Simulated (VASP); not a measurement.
# CoCl3 (Pm-3m) in VASP: further runs

Runs on CoCl3. Level: PBE+U. Tasks: single point.

All numbers are computed with VASP 6.6.1; they aren't measurements. Logs are shortened: lines on timing, memory, paths and dates and some standing lists are left out, and cuts for length are marked.

## Step 1: The cell of the first run

Symmetry: Pm-3m, No. 221, cubic system. The conventional cell has a = 4.779 Å, b = 4.779 Å, c = 4.779 Å, α = 90.00°, β = 90.00°, γ = 90.00°. Co (site symmetry m-3m) has 6 Cl at 2.39 Å within 3.2 Å. Within 3.2 Å of Cl (site symmetry 4/mmm) lie 2 Co at 2.39 Å.

## Step 2: Single point, PBE+U, collinear spin, ferromagnetic start

The input, INCAR:

```
  PREC = Accurate
  ENCUT = 520
  EDIFF = 1E-6
  ISMEAR = 0
  SIGMA = 0.05
  LREAL = False
  LASPH = True
  NELM = 150
  ALGO = Fast
  ISIF = 2
  LWAVE = False
  LCHARG = True
  ISPIN = 2
  MAGMOM = 2.68 0 0 0
  LORBIT = 11
  LMAXMIX = 4
  LDAU = True
  LDAUTYPE = 2
  LDAUL = 2 -1
  LDAUU = 3.3 0
  LDAUJ = 0 0
  LDAUPRINT = 1
  GGA = PE
  LELF = True
  LVHAR = True
  NBANDS = 27
```

The input, KPOINTS:

```
Automatic mesh
0
Gamma
  4 4 4
```

The input, POSCAR:

```
CoCl3
1.0
    4.7790041477      0.0000000000      0.0000000000
    0.0000000000      4.7790041477      0.0000000000
    0.0000000000      0.0000000000      4.7790041477
Co Cl
1 3
Direct
    0.0000000000      0.0000000000      0.0000000000
    0.5000000000      0.0000000000      0.0000000000
    0.0000000000      0.0000000000      0.5000000000
    0.0000000000      0.5000000000      0.0000000000
```

Potentials or basis: VASP PAW PBE potentials, release 64 (Co, Cl).

Command:

```console
> cat potpaw_PBE.64/Co/POTCAR potpaw_PBE.64/Cl/POTCAR > POTCAR
> mpirun -np 1 vasp_std > vasp.out
```

OUTCAR:

```text
PREC = Accurate
   ENCUT = 520
   EDIFF = 1E-6
   ISMEAR = 0
   LREAL = False
   LASPH = True
   NELM = 150
   ISIF = 2
   ISPIN = 2
   LORBIT = 11
   GGA = PE

 ion  position               nearest neighbor table
   1  0.000  0.000  0.000-   2 2.39   3 2.39   4 2.39   3 2.39   4 2.39   2 2.39
   2  0.500  0.000  0.000-   1 2.39   1 2.39
   3  0.000  0.000  0.500-   1 2.39   1 2.39
   4  0.000  0.500  0.000-   1 2.39   1 2.39

  LATTYP: Found a simple cubic cell.
 ALAT       =     4.7790041477

  Lattice vectors:

 A1 = (   4.7790041477,   0.0000000000,   0.0000000000)
 A2 = (   0.0000000000,   4.7790041477,   0.0000000000)
 A3 = (   0.0000000000,   0.0000000000,   4.7790041477)

Analysis of symmetry for initial positions (statically):
=====================================================================
 Subroutine PRICEL returns:
 Original cell was already a primitive cell.

 Routine SETGRP: Setting up the symmetry group for a
 simple cubic supercell.

 Subroutine GETGRP returns: Found 48 space group operations
 (whereof 48 operations were pure point group operations)
 out of a pool of 48 trial point group operations.

The static configuration has the point symmetry O_h .

Analysis of symmetry for dynamics (positions and initial velocities):
=====================================================================
 Subroutine PRICEL returns:
 Original cell was already a primitive cell.

 Routine SETGRP: Setting up the symmetry group for a
 simple cubic supercell.

 Subroutine GETGRP returns: Found 48 space group operations
 (whereof 48 operations were pure point group operations)
 out of a pool of 48 trial point group operations.

The dynamic configuration has the point symmetry O_h .

Analysis of structural, dynamic, and magnetic symmetry:
=====================================================================
 Subroutine PRICEL returns:
 Original cell was already a primitive cell.

 Routine SETGRP: Setting up the symmetry group for a
 simple cubic supercell.

 Subroutine GETGRP returns: Found 48 space group operations
 (whereof 48 operations were pure point group operations)
 out of a pool of 48 trial point group operations.

The overall configuration has the point symmetry O_h .

 Subroutine INISYM returns: Found 48 space group operations
 (whereof 48 operations are pure point group operations),
 and found     1 'primitive' translations

----------------------------------------------------------------------------------------

                                     Primitive cell

  volume of cell :     109.1471

  direct lattice vectors                    reciprocal lattice vectors
     4.779004148  0.000000000  0.000000000     0.209248615  0.000000000  0.000000000
     0.000000000  4.779004148  0.000000000     0.000000000  0.209248615  0.000000000
     0.000000000  0.000000000  4.779004148     0.000000000  0.000000000  0.209248615

  length of vectors
     4.779004148  4.779004148  4.779004148     0.209248615  0.209248615  0.209248615

  position of ions in fractional coordinates (direct lattice)
     0.000000000  0.000000000  0.000000000
     0.500000000  0.000000000  0.000000000
     0.000000000  0.000000000  0.500000000
     0.000000000  0.500000000  0.000000000

  ion indices of the primitive-cell ions
   primitive index   ion index
                 1           1
                 2           2
                 3           3
                 4           4

[... 68 lines left out ...]
   NUPDOWN=      -1.0000    fix difference up-down
   EMIN   =  10.00;   EMAX   =-10.00  energy-range for DOS
   EFERMI =   0.00;   METHOD = LEGACY
   ISMEAR =     0;   SIGMA  =   0.05  broadening in eV -4-tet -1-fermi 0-gaus
   EFERMI_NEDOS =   21; number of points for ismear=-14 and -15
   IALGO  =     68    algorithm
   IMIX   =      4    mixing-type and parameters
     AMIX     =   0.40;   BMIX     =  1.00
     AMIX_MAG =   1.60;   BMIX_MAG =  1.00
  volume/ion in A,a.u.               =      27.29       184.14
  Fermi-wavevector in a.u.,A,eV,Ry     =   1.064415  2.011454 15.415133  1.132980
  Thomas-Fermi vector in A             =   2.199933
   LORBIT       =     11    0 simple, 1 ext, 2 COOP (PROOUT), +10 PAW based schemes
 LDA+U is selected, type is set to LDAUTYPE =  2
   angular momentum for each species LDAUL =     2   -1
   U (eV)           for each species LDAUU =   3.3  0.0
   J (eV)           for each species LDAUJ =   0.0  0.0
   GGA     = PE    functional components
   LHFCALC =     F    Hartree Fock is set to
   AEXX    =    0.0000 exact exchange contribution
   IVDW    =     0    specifies the selected vdW correction
   LEPSILON=     F    determine dielectric tensor
   LRPA    =     F    only Hartree local field effects (RPA)
 spin polarized calculation
 RMM-DIIS sequential band-by-band and
 Gauss-broadening in eV      SIGMA  =   0.05
  energy-cutoff  :      520.00
  volume of cell :      109.15
 maximum number of plane-waves:      3016
 NGX is ok and might be reduce to    36
   NGX = 17   NGY = 17   NGZ = 17

atom =   1  type =  1  l = 2

 onsite density matrix

spin component  1

  0.9651  0.0000 -0.0000 -0.0000  0.0000
  0.0000  0.9651 -0.0000 -0.0000 -0.0000
 -0.0000 -0.0000  0.9713 -0.0000 -0.0000
 -0.0000 -0.0000 -0.0000  0.9651 -0.0000
  0.0000 -0.0000 -0.0000 -0.0000  0.9713

spin component  2

  0.6308  0.0000  0.0000  0.0000 -0.0000
  0.0000  0.6308  0.0000  0.0000  0.0000
  0.0000  0.0000  0.1618  0.0000  0.0000
  0.0000  0.0000  0.0000  0.6308  0.0000
 -0.0000  0.0000  0.0000  0.0000  0.1618

 occupancies and eigenvectors

  o =  0.1618  v =  0.0000  0.0000  0.0000  0.0000  0.0000  0.0000 -0.0000 -0.0028  0.0000  1.0000      0.0000  0.0000  0.0000  0.0000  0.0000  0.0000  0.0000  0.0000  0.0000  0.0000
  o =  0.1618  v =  0.0000  0.0000  0.0000  0.0000  0.0000  0.0000 -0.0000 -1.0000  0.0000 -0.0028      0.0000  0.0000  0.0000  0.0000  0.0000  0.0000  0.0000  0.0000  0.0000  0.0000
  o =  0.6308  v =  0.0000  0.0000  0.0000  0.0000  0.0000  0.0000  0.0271  0.0000 -0.9996  0.0000      0.0000  0.0000  0.0000  0.0000  0.0000  0.0000  0.0000  0.0000  0.0000  0.0000
  o =  0.6308  v =  0.0000  0.0000  0.0000  0.0000  0.0000  0.0000  0.9996 -0.0000  0.0271  0.0000      0.0000  0.0000  0.0000  0.0000  0.0000  0.0000  0.0000  0.0000  0.0000  0.0000
  o =  0.6308  v =  0.0000  0.0000  0.0000  0.0000  0.0000  1.0000  0.0000  0.0000  0.0000  0.0000      0.0000  0.0000  0.0000  0.0000  0.0000  0.0000  0.0000  0.0000  0.0000  0.0000
  o =  0.9651  v =  0.0000 -0.9913  0.0000 -0.1315 -0.0000  0.0000  0.0000  0.0000  0.0000  0.0000      0.0000  0.0000  0.0000  0.0000  0.0000  0.0000  0.0000  0.0000  0.0000  0.0000
  o =  0.9651  v =  0.0000 -0.1315  0.0000  0.9913  0.0000  0.0000  0.0000  0.0000  0.0000  0.0000      0.0000  0.0000  0.0000  0.0000  0.0000  0.0000  0.0000  0.0000  0.0000  0.0000
  o =  0.9651  v =  1.0000  0.0000  0.0000  0.0000  0.0000  0.0000  0.0000  0.0000  0.0000  0.0000      0.0000  0.0000  0.0000  0.0000  0.0000  0.0000  0.0000  0.0000  0.0000  0.0000
  o =  0.9713  v =  0.0000  0.0000  1.0000 -0.0000  0.0020  0.0000  0.0000  0.0000  0.0000  0.0000      0.0000  0.0000  0.0000  0.0000  0.0000  0.0000  0.0000  0.0000  0.0000  0.0000
  o =  0.9713  v =  0.0000 -0.0000 -0.0020 -0.0000  1.0000  0.0000  0.0000  0.0000  0.0000  0.0000      0.0000  0.0000  0.0000  0.0000  0.0000  0.0000  0.0000  0.0000  0.0000  0.0000

 number of electron      29.9999987 magnetization       3.6562315

 Free energy of the ion-electron system (eV)
  ---------------------------------------------------
  ext. energy  EPLUGINS =         0.00000000
  ---------------------------------------------------
  free energy    TOTEN  =       -11.36263934 eV

  energy without entropy =      -11.34961365  energy(sigma->0) =      -11.35612650

 E-fermi :  -0.4468     XC(G=0):  -7.8064

 val. band max:       -0.4475311793   @ k =   0.2500   0.2500   0.0000
 cond. band min:      -0.3126899377   @ k =   0.5000   0.5000   0.0000
 fundamental gap:      0.1348412415
 Fermi energy:        -0.4467714264

 spin component 1

 k-point     1 :       0.0000    0.0000    0.0000
  band No.  band energies     occupation
      1     -14.9854      1.00000
      2     -13.9849      1.00000
      3     -13.9849      1.00000
      4      -4.7057      1.00000
      5      -4.7056      1.00000
      6      -4.4053      1.00000
[... 289 lines left out ...]
     26      12.2709      0.00000
     27      12.2728      0.00000
 Fermi energy:        -0.4467714264

 spin component 2

 k-point     1 :       0.0000    0.0000    0.0000
  band No.  band energies     occupation
      1     -14.6700      1.00000
      2     -13.5578      1.00000
      3     -13.5578      1.00000
      4      -3.8389      1.00000
      5      -3.8389      1.00000
      6      -3.8389      1.00000
[... 289 lines left out ...]
     26      12.4376      0.00000
     27      12.4468      0.00000

------------------------ aborting loop because EDIFF is reached ----------------------------------------

  FORCE on cell =-STRESS in cart. coord.  units (eV):
  Direction    XX          YY          ZZ          XY          YZ          ZX
  --------------------------------------------------------------------------------------
  -------------------------------------------------------------------------------------
  Total       -0.4423042     -0.4423042     -0.4423042      0.0000000      0.0000000     -0.0000000
  in kB       -6.4926111     -6.4926111     -6.4926111      0.0000000      0.0000000     -0.0000000
  external PRESSURE =      -6.4926111 kB  Pullay stress =       0.0000000 kB

 VOLUME and BASIS-vectors are now :
 -----------------------------------------------------------------------------
  energy-cutoff  :      520.00
  volume of cell :      109.15
      direct lattice vectors                 reciprocal lattice vectors
     4.779004148  0.000000000  0.000000000     0.209248615  0.000000000  0.000000000
     0.000000000  4.779004148  0.000000000     0.000000000  0.209248615  0.000000000
     0.000000000  0.000000000  4.779004148     0.000000000  0.000000000  0.209248615

 POSITION                                       TOTAL-FORCE (eV/Angst)
 -----------------------------------------------------------------------------------
      0.00000      0.00000      0.00000         0.000000      0.000000      0.000000
      2.38950      0.00000      0.00000         0.000000      0.000000      0.000000
      0.00000      0.00000      2.38950         0.000000      0.000000      0.000000
      0.00000      2.38950      0.00000         0.000000      0.000000      0.000000
 -----------------------------------------------------------------------------------
    total drift:                               -0.000000     -0.000000     -0.000000

  FREE ENERGIE OF THE ION-ELECTRON SYSTEM (eV)
  ---------------------------------------------------
  free  energy   TOTEN  =       -11.3626393437 eV

  energy  without entropy=      -11.3496136502  energy(sigma->0) =      -11.35612650

 total charge

# of ion       s       p       d       tot
------------------------------------------
    1        0.301   0.344   7.034   7.679
    2        1.604   3.469   0.000   5.073
    3        1.604   3.469   0.000   5.073
    4        1.604   3.469   0.000   5.073
--------------------------------------------------
tot          5.113  10.753   7.034  22.899

 magnetization (x)

# of ion       s       p       d       tot
------------------------------------------
    1        0.024   0.023   2.621   2.668
    2        0.012   0.245   0.000   0.257
    3        0.012   0.245   0.000   0.257
    4        0.012   0.245   0.000   0.257
--------------------------------------------------
tot          0.061   0.757   2.621   3.439
```

Wall time 2.9 min (1 thread of Oxide Virtual Turin-like, shared host); peak memory 0.22 GiB.

Results:

| Property | Result |
| --- | --- |
| Free energy | -11.3626 eV |
| Pressure | -0.6 GPa |
| Net moment | 3.66 μB per cell |
| Site moments | Co +2.67; Cl +0.26 μB |
| Valence electrons inside the program's atomic spheres | Co 7.68; Cl 5.07 |

Levels at points of the mesh, in eV from the Fermi level:
Spin up:
```
           k point  band 13  band 14  band 15  band 16  band 17  band 18  band 19  band 20  band 21  band 22
(0.00, 0.00, 0.00)    -1.04    -1.04    -0.75    -0.75    -0.75     3.62     6.58     9.70     9.70     9.76
(0.50, 0.00, 0.00)    -1.22    -1.10    -1.10    -0.86    -0.86     6.46     8.58     8.66    10.06    10.23
(0.50, 0.50, 0.00)    -1.56    -1.08    -1.08    -0.22     0.38     8.62     8.62     8.73     9.11    10.27
(0.50, 0.50, 0.50)    -0.21    -0.21    -0.21     0.39     0.39     7.40     7.55     7.55     7.55    11.55
```
Spin down:
```
           k point  band 10  band 11  band 12  band 13  band 14  band 15  band 16  band 17
(0.00, 0.00, 0.00)    -0.66    -0.66    -0.66    -0.42    -0.42    -0.42     1.62     1.62
(0.50, 0.00, 0.00)    -0.85    -0.82    -0.51    -0.51     0.22     0.22     1.63     2.20
(0.50, 0.50, 0.00)    -1.20    -1.20     0.13     0.19     0.23     0.23     1.82     3.80
(0.50, 0.50, 0.50)     0.15     0.15     0.15     0.20     0.20     0.20     3.80     3.80
```

Eigenvalues of the final occupation matrices:
```
    site  spin  trace               eigenvalues
site 1 d     1   4.84  0.97 0.97 0.97 0.97 0.97
site 1 d     2   2.22  0.16 0.16 0.63 0.63 0.63
```

Caveat: a cell with one magnetic atom can't hold antiferromagnetic order, which such compounds often take.

[end of part 1 of 2]
